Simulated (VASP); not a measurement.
# SiC (Moissanite) (P6_3mc) in VASP: settings compared, part 3 of 3

VASP 6.6.1. The steps go on from the part before.

## (6) Single point, RPBE+D4

This run uses another cell than the first one, of 10.96 Å³/atom, 1.039 times its volume.

The input, INCAR:

```
PREC     = Accurate       # precision mode
ENCUT    = 520            # plane-wave cutoff, eV
EDIFF    = 1E-7           # SCF threshold, eV
ISMEAR   = -1             # smearing method
SIGMA    = 0.05           # smearing width, eV
LREAL    = False          # projectors in reciprocal space
LASPH    = True           # aspherical terms in the spheres
NELM     = 100            # most SCF steps
ALGO     = Normal         # electronic algorithm
ISIF     = 2              # what is computed and relaxed
LWAVE    = False          # write WAVECAR
LCHARG   = False          # write CHGCAR
GGA      = RP             # functional
IVDW     = 13             # dispersion correction
NBANDS   = 16             # bands
```

The input, KPOINTS:

```
Automatic mesh
0
Gamma
  10 10 5
```

The input, POSCAR:

```
SiC
1.0
    3.1363290418      0.0000000000      0.0000000000
   -1.5681645209      2.7161406248      0.0000000000
    0.0000000000      0.0000000000      5.1470055276
Si C
2 2
Direct
    0.6666666667      0.3333333333      0.5000000000
    0.3333333333      0.6666666667      0.0000000000
    0.6666666667      0.3333333333      0.8850000000
    0.3333333333      0.6666666667      0.3850000000
```

Potentials or basis: VASP PAW PBE potentials, release 64 (Si, C).

Run with:

```console
cat potpaw_PBE.64/Si/POTCAR potpaw_PBE.64/C/POTCAR > POTCAR
mpirun -np 1 vasp_std > vasp.out
```

OUTCAR:

```text
PREC = Accurate
   ENCUT = 520
   EDIFF = 1E-7
   ISMEAR = -1
   LREAL = False
   LASPH = True
   NELM = 100
   ISIF = 2
   GGA = RP
   IVDW = 13

 ion  position               nearest neighbor table
   1  0.667  0.333  0.500-   4 1.91   4 1.91   4 1.91   3 1.98   2 3.15   2 3.15   2 3.15   2 3.15
                             2 3.15   2 3.15
   2  0.333  0.667  0.000-   3 1.91   3 1.91   3 1.91   4 1.98   1 3.15   1 3.15   1 3.15   1 3.15
                             1 3.15   1 3.15
   3  0.667  0.333  0.885-   2 1.91   2 1.91   2 1.91   1 1.98
   4  0.333  0.667  0.385-   1 1.91   1 1.91   1 1.91   2 1.98

  LATTYP: Found a hexagonal cell.
 ALAT       =     3.1363290418
 C/A-ratio  =     1.6410923277

  Lattice vectors:

 A1 = (   3.1363290418,   0.0000000000,   0.0000000000)
 A2 = (  -1.5681645209,   2.7161406248,   0.0000000000)
 A3 = (   0.0000000000,   0.0000000000,   5.1470055276)

Analysis of symmetry for initial positions (statically):
=====================================================================
 Subroutine PRICEL returns:
 Original cell was already a primitive cell.

 Routine SETGRP: Setting up the symmetry group for a
 hexagonal supercell.

 Subroutine GETGRP returns: Found 12 space group operations
[... 177 lines left out ...]

 k-point     1 :       0.0000    0.0000    0.0000
  band No.  band energies     occupation
      1      -7.4347      2.00000
      2      -4.1671      2.00000
      3      -0.4853      2.00000
      4       6.3292      2.00000
      5       6.3292      2.00000
      6       7.5749      2.00000
[... 433 lines left out ...]
      3      -0.2053      2.00000
      4       1.1938      2.00000
      5       3.2760      2.00000
      6       4.0699      2.00000
[... 8 lines left out ...]
     15      18.7428      0.00000
     16      20.0044      0.00000

 [... further k-points ...]

------------------------ aborting loop because EDIFF is reached ----------------------------------------

  DFT-D4 for vdW energy calculation

  Edisp (eV):   -2.71308

  FORCE on cell =-STRESS in cart. coord.  units (eV):
  Direction    XX          YY          ZZ          XY          YZ          ZX
  --------------------------------------------------------------------------------------
  -------------------------------------------------------------------------------------
  Total      -3.68702    -3.68702    -4.27538     0.00000     0.00000     0.00000
  in kB    -134.72805  -134.72805  -156.22724     0.00000     0.00000     0.00000
  external pressure =     -141.89 kB  Pullay stress =        0.00 kB

 VOLUME and BASIS-vectors are now :
 -----------------------------------------------------------------------------
  energy-cutoff  :      520.00
  volume of cell :       43.85
      direct lattice vectors                 reciprocal lattice vectors
     3.136329042  0.000000000  0.000000000     0.318844097  0.184084725  0.000000000
    -1.568164521  2.716140625  0.000000000     0.000000000  0.368169450  0.000000000
     0.000000000  0.000000000  5.147005528     0.000000000  0.000000000  0.194287726

 POSITION                                       TOTAL-FORCE (eV/Angst)
 -----------------------------------------------------------------------------------
      1.56816      0.90538      2.57350         0.000000     -0.000000      0.634667
     -0.00000      1.81076      0.00000        -0.000000      0.000000      0.634667
      1.56816      0.90538      4.55510         0.000000      0.000000     -0.634667
     -0.00000      1.81076      1.98160        -0.000000     -0.000000     -0.634667
 -----------------------------------------------------------------------------------
    total drift:                               -0.000000      0.000000     -0.000173

  FREE ENERGIE OF THE ION-ELECTRON SYSTEM (eV)
  ---------------------------------------------------
  free  energy   TOTEN  =       -31.2940246465 eV

  energy  without entropy=      -31.2940246465  energy(sigma->0) =      -31.29402465
```

stdout:

```text
POSCAR found type information on POSCAR SiC
 POSCAR found :  2 types and       4 ions
 scaLAPACK will be used
 -----------------------------------------------------------------------------
|                                                                             |
|                                                                             |
|     You enforced a specific xc type in the INCAR file but a different       |
|     I HOPE YOU KNOW WHAT YOU ARE DOING!                                     |
|                                                                             |
 -----------------------------------------------------------------------------

 LDA part: xc-table for (Slater+PW92), standard interpolation
 POSCAR, INCAR and KPOINTS ok, starting setup
 FFT: planning ... GRIDC
 FFT: planning ... GRID_SOFT
 FFT: planning ... GRID
 WAVECAR not read
 entering main loop
```

Wall time 40 s (1 thread of Intel Xeon 8259CL, shared host); peak memory 0.16 GiB.

Results:

```yaml
Free_energy: -31.2940 eV
Pressure: -14.2 GPa
Largest_force: 0.635 eV/Å
Band_gap_on_the_k_mesh: 2.53 eV, indirect (least direct gap 3.99 eV)
Dispersion_energy_per_atom: -0.678 eV
```

Forces in eV/Å, atoms in the order of the input:
```
Si   0.000  0.000  0.635
Si   0.000  0.000  0.635
C    0.000  0.000 -0.635
C    0.000  0.000 -0.635
```

Stress tensor (GPa, compression positive):
```
-13.47   0.00   0.00
  0.00 -13.47   0.00
  0.00   0.00 -15.62
```

Caveat: the PAW data sets were made with another functional, which shifts forces and pressure a little.

## (7) Summary

| level | potentials or basis | cell | gap on the mesh (eV) | pressure (GPa) | largest force (eV/Å) |
| --- | --- | --- | --- | --- | --- |
| LDA | VASP PAW LDA potentials, release 64 (Si, C) | a = 3.096, b = 3.096, c = 5.081 Å, angles 90.0, 90.0, 120.0°, 4 atoms | 2.39 | -7.7 | 0.70 |
| RPBE+D4 | VASP PAW PBE potentials, release 64 (Si, C) | a = 3.096, b = 3.096, c = 5.081 Å, angles 90.0, 90.0, 120.0°, 4 atoms | 2.55 | -7.4 | 0.70 |
| LDA | VASP PAW LDA potentials, release 64 (Si, C) | a = 3.136, b = 3.136, c = 5.147 Å, angles 90.0, 90.0, 120.0°, 4 atoms | 2.38 | -14.7 | 0.65 |
| RPBE+D4 | VASP PAW PBE potentials, release 64 (Si, C) | a = 3.116, b = 3.116, c = 5.114 Å, angles 90.0, 90.0, 120.0°, 4 atoms | 2.56 | -11.0 | 0.67 |
| RPBE+D4 | VASP PAW PBE potentials, release 64 (Si, C) | a = 3.136, b = 3.136, c = 5.147 Å, angles 90.0, 90.0, 120.0°, 4 atoms | 2.53 | -14.2 | 0.63 |

Alike in all rows: task single point; no spin polarisation; k mesh 10 × 10 × 5; cutoff (eV) 520; smearing fermi-dirac 0.05 eV.

Caveats: the PAW data sets were made with another functional, which shifts forces and pressure a little (some runs).

Total energies depend on the potentials used, so only differences within one code and one set of settings carry meaning.
